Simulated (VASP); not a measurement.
# GaSb3 (Fm-3m) in VASP: single point with PBE+D3(BJ)

Aim: the single point of GaSb3 with PBE+D3(BJ).

All numbers are computed with VASP 6.6.1; they aren't measurements. Logs are shortened: lines on timing, memory, paths and dates and some standing lists are left out, and cuts for length are marked.

**1. The cell of the first run**

Symmetry: Fm-3m, No. 225, cubic system. The conventional cell has a = 7.461 Å, b = 7.461 Å, c = 7.461 Å, α = 90.00°, β = 90.00°, γ = 90.00°. Ga (site symmetry m-3m) has 14 Sb at 3.23 to 3.73 Å within 4.3 Å. Sb (site symmetry -43m) has 4 Ga at 3.23 Å and 10 Sb at 3.23 to 3.73 Å within 4.3 Å. Within 4.3 Å of Sb (site symmetry m-3m) lie 8 Sb at 3.23 Å and 6 Ga at 3.73 Å.

**2. Single point, PBE+D3(BJ)**

INCAR reads:

```
SYSTEM = GaSb3
PREC = Accurate
ENCUT = 520
EDIFF = 1E-6
ISMEAR = 0
SIGMA = 0.1
LREAL = .FALSE.
LASPH = .TRUE.
NELM = 100
ALGO = Normal
ISIF = 2
LWAVE = .FALSE.
LCHARG = .FALSE.
GGA = PE
IVDW = 12
NBANDS = 22
```

KPOINTS reads:

```
regular mesh
0
G
  4 4 4
  0 0 0
```

POSCAR reads:

```
GaSb3
1.0
    0.0000000000      3.7305950000      3.7305950000
    3.7305950000      0.0000000000      3.7305950000
    3.7305950000      3.7305950000      0.0000000000
Ga Sb
1 3
Direct
    0.0000000000      0.0000000000      0.0000000000
    0.2500000000      0.2500000000      0.2500000000
    0.7500000000      0.7500000000      0.7500000000
    0.5000000000      0.5000000000      0.5000000000
```

Potentials or basis: VASP PAW PBE potentials, release 64 (Ga_d, Sb).

Launch:

```
$ cat potpaw_PBE.64/Ga_d/POTCAR potpaw_PBE.64/Sb/POTCAR > POTCAR
$ mpirun -np 1 vasp_std > vasp.out
```

OUTCAR:

```text
SYSTEM = GaSb3
   PREC = Accurate
   ENCUT = 520
   EDIFF = 1E-6
   ISMEAR = 0
   LREAL = .FALSE.
   LASPH = .TRUE.
   NELM = 100
   ISIF = 2
   GGA = PE
   IVDW = 12
 IVDW          = 12

 ion  position               nearest neighbor table
   1  0.000  0.000  0.000-   3 3.23   3 3.23   3 3.23   2 3.23   3 3.23   2 3.23   2 3.23   2 3.23

   2  0.250  0.250  0.250-   1 3.23   1 3.23   1 3.23   1 3.23   4 3.23   4 3.23   4 3.23   4 3.23
                             3 3.73   3 3.73   3 3.73   3 3.73   3 3.73   3 3.73
   3  0.750  0.750  0.750-   4 3.23   4 3.23   4 3.23   1 3.23   4 3.23   1 3.23   1 3.23   1 3.23
                             2 3.73   2 3.73   2 3.73   2 3.73   2 3.73   2 3.73
   4  0.500  0.500  0.500-   2 3.23   2 3.23   2 3.23   2 3.23   3 3.23   3 3.23   3 3.23   3 3.23

  LATTYP: Found a face centered cubic cell.
 ALAT       =     7.4611900000

  Lattice vectors:

 A1 = (   0.0000000000,   3.7305950000,   3.7305950000)
 A2 = (   3.7305950000,   0.0000000000,   3.7305950000)
 A3 = (   3.7305950000,   3.7305950000,   0.0000000000)

Analysis of symmetry for initial positions (statically):
=====================================================================
 Subroutine PRICEL returns:
 Original cell was already a primitive cell.

 Routine SETGRP: Setting up the symmetry group for a
 face centered cubic supercell.

 Subroutine GETGRP returns: Found 48 space group operations
 (whereof 48 operations were pure point group operations)
 out of a pool of 48 trial point group operations.

The static configuration has the point symmetry O_h .

Analysis of symmetry for dynamics (positions and initial velocities):
=====================================================================
 Subroutine PRICEL returns:
 Original cell was already a primitive cell.

 Routine SETGRP: Setting up the symmetry group for a
 face centered cubic supercell.

 Subroutine GETGRP returns: Found 48 space group operations
 (whereof 48 operations were pure point group operations)
 out of a pool of 48 trial point group operations.

The dynamic configuration has the point symmetry O_h .

 Subroutine INISYM returns: Found 48 space group operations
 (whereof 48 operations are pure point group operations),
 and found     1 'primitive' translations

----------------------------------------------------------------------------------------

                                     Primitive cell

  volume of cell :     103.8399

  direct lattice vectors                    reciprocal lattice vectors
[... 75 lines left out ...]
   LREAL  =      F    real-space projection
   EDIFFG = 0.1E-04   stopping-criterion for IOM
   NSW    =      0    number of steps for IOM
   IBRION =     -1    ionic relax: 0-MD 1-quasi-New 2-CG
   NFREE  =      0    steps in history (QN), initial steepest desc. (CG)
   ISIF   =      2    stress and relaxation
   ISYM   =      2    0-nonsym 1-usesym 2-fastsym
   POTIM  = 0.5000    time-step for ionic-motion
   TEBEG  =    0.0;   TEEND  =   0.0 temperature during run
   PSTRESS=    0.0 pullay stress
   NELECT =      28.0000    total number of electrons
   NUPDOWN=      -1.0000    fix difference up-down
   EMIN   =  10.00;   EMAX   =-10.00  energy-range for DOS
   EFERMI =   0.00;   METHOD = LEGACY
   ISMEAR =     0;   SIGMA  =   0.10  broadening in eV -4-tet -1-fermi 0-gaus
   EFERMI_NEDOS =   21; number of points for ismear=-14 and -15
   IALGO  =     38    algorithm
   IMIX   =      4    mixing-type and parameters
     AMIX     =   0.40;   BMIX     =  1.00
     AMIX_MAG =   1.60;   BMIX_MAG =  1.00
  volume/ion in A,a.u.               =      25.96       175.19
  Fermi-wavevector in a.u.,A,eV,Ry     =   1.057644  1.998657 15.219617  1.118610
  Thomas-Fermi vector in A             =   2.192924
   LORBIT       =      0    0 simple, 1 ext, 2 COOP (PROOUT), +10 PAW based schemes
   GGA     = PE    functional components
   LHFCALC =     F    Hartree Fock is set to
   AEXX    =    0.0000 exact exchange contribution
   IVDW    =    12    specifies the selected vdW correction
   LEPSILON=     F    determine dielectric tensor
   LRPA    =     F    only Hartree local field effects (RPA)
 non-spin polarized calculation
 Gauss-broadening in eV      SIGMA  =   0.10
  energy-cutoff  :      520.00
  volume of cell :      103.84
 maximum number of plane-waves:      2826
   NGX = 19   NGY = 19   NGZ = 19

 number of electron      28.0000014 magnetization

 Free energy of the ion-electron system (eV)
  ---------------------------------------------------
  ext. energy  EPLUGINS =         0.00000000
  ---------------------------------------------------
  free energy    TOTEN  =       -14.28976288 eV

  energy without entropy =      -14.25625577  energy(sigma->0) =      -14.27300933

 E-fermi :   7.4863     XC(G=0): -10.2010

 val. band max:        7.4068230066   @ k =   0.5000   0.0000   0.0000
 cond. band min:       7.5093287594   @ k =   0.5000   0.2500   0.0000
 fundamental gap:      0.1025057528
 Fermi energy:         7.4862849334

 k-point     1 :       0.0000    0.0000    0.0000
  band No.  band energies     occupation
      1      -7.3787      2.00000
      2      -7.3787      2.00000
      3      -7.3787      2.00000
      4      -7.3661      2.00000
      5      -7.3661      2.00000
      6      -4.9992      2.00000
[... 189 lines left out ...]
     21      11.4946      0.00000
     22      15.5646      0.00000

------------------------ aborting loop because EDIFF is reached ----------------------------------------

 Edisp (eV)   -1.79290

 E8    (eV) :    -0.8286

  FORCE on cell =-STRESS in cart. coord.  units (eV):
  Direction    XX          YY          ZZ          XY          YZ          ZX
  --------------------------------------------------------------------------------------
  -------------------------------------------------------------------------------------
  Total      -3.39475    -3.39475    -3.39475     0.00000     0.00000    -0.00000
  in kB     -52.37867   -52.37867   -52.37867     0.00000     0.00000    -0.00000
  external pressure =      -52.38 kB  Pullay stress =        0.00 kB

 VOLUME and BASIS-vectors are now :
 -----------------------------------------------------------------------------
  energy-cutoff  :      520.00
  volume of cell :      103.84
      direct lattice vectors                 reciprocal lattice vectors
     0.000000000  3.730595000  3.730595000    -0.134026878  0.134026878  0.134026878
     3.730595000  0.000000000  3.730595000     0.134026878 -0.134026878  0.134026878
     3.730595000  3.730595000  0.000000000     0.134026878  0.134026878 -0.134026878

 POSITION                                       TOTAL-FORCE (eV/Angst)
 -----------------------------------------------------------------------------------
      0.00000      0.00000      0.00000         0.000000     -0.000000      0.000000
      1.86530      1.86530      1.86530        -0.000000      0.000000      0.000000
      5.59589      5.59589      5.59589        -0.000000     -0.000000     -0.000000
      3.73060      3.73060      3.73060         0.000000     -0.000000      0.000000
 -----------------------------------------------------------------------------------
    total drift:                               -0.000000      0.000000      0.000000

  FREE ENERGIE OF THE ION-ELECTRON SYSTEM (eV)
  ---------------------------------------------------
  free  energy   TOTEN  =       -16.0826633156 eV

  energy  without entropy=      -16.0491562046  energy(sigma->0) =      -16.06590976
```

OSZICAR:

```text
N       E                     dE             d eps       ncg     rms          rms(c)
DAV:   1     0.159758182153E+03    0.15976E+03   -0.11720E+04   364   0.133E+03
DAV:   2     0.243224409413E+00   -0.15951E+03   -0.15321E+03   404   0.333E+02
DAV:   3    -0.139543380691E+02   -0.14198E+02   -0.13893E+02   412   0.793E+01
DAV:   4    -0.143206910287E+02   -0.36635E+00   -0.36468E+00   402   0.139E+01
DAV:   5    -0.143292295317E+02   -0.85385E-02   -0.85360E-02   416   0.213E+00    0.319E+00
DAV:   6    -0.143002539523E+02    0.28976E-01   -0.38225E-02   454   0.175E+00    0.174E+00
DAV:   7    -0.142898696741E+02    0.10384E-01   -0.30706E-02   416   0.115E+00    0.129E-01
DAV:   8    -0.142897333107E+02    0.13636E-03   -0.23224E-03   406   0.433E-01    0.818E-02
DAV:   9    -0.142897632840E+02   -0.29973E-04   -0.21277E-04   470   0.103E-01    0.213E-02
DAV:  10    -0.142897626897E+02    0.59425E-06   -0.28879E-05   422   0.592E-02    0.894E-03
DAV:  11    -0.142897628813E+02   -0.19157E-06   -0.30653E-06   372   0.150E-02
   1 F= -.16082663E+02 E0= -.16065910E+02  d E =-.335071E-01
```

stdout:

```text
POSCAR found type information on POSCAR GaSb
 POSCAR found :  2 types and       4 ions
 scaLAPACK will be used
 LDA part: xc-table for (Slater+PW92), standard interpolation
 POSCAR, INCAR and KPOINTS ok, starting setup
 FFT: planning ... GRIDC
 FFT: planning ... GRID_SOFT
 FFT: planning ... GRID
 WAVECAR not read
 entering main loop
```

It took 13 s on 1 thread of Intel Xeon 6975P-C, shared host; peak memory 0.24 GiB.

Results:

| Quantity | Value |
| --- | --- |
| Free energy | -16.0827 eV |
| Pressure | -5.2 GPa |
| Band gap on the k mesh | zero (band 14 reaches 8.85 eV, above the bottom of band 15 at 5.06 eV) |
| Dispersion energy per atom | -0.448 eV |

Levels at points of the mesh, in eV from the Fermi level:
```tsv
k point	band 12	band 13	band 14	band 15	band 16	band 17
(0.00, 0.00, 0.00)	-2.60	-2.43	-2.43	-2.43	-0.71	-0.71
(0.50, 0.00, 0.00)	-2.63	-2.63	-0.42	-0.08	2.03	2.03
(0.50, 0.50, 0.00)	0.57	0.90	1.00	1.00	1.86	1.86
```

Caveat: the k points lie up to 0.36 Å⁻¹ apart; spin-orbit coupling is left out, which moves the levels of the heavy elements; pairwise dispersion overbinds metals, which lowers pressure and volume.
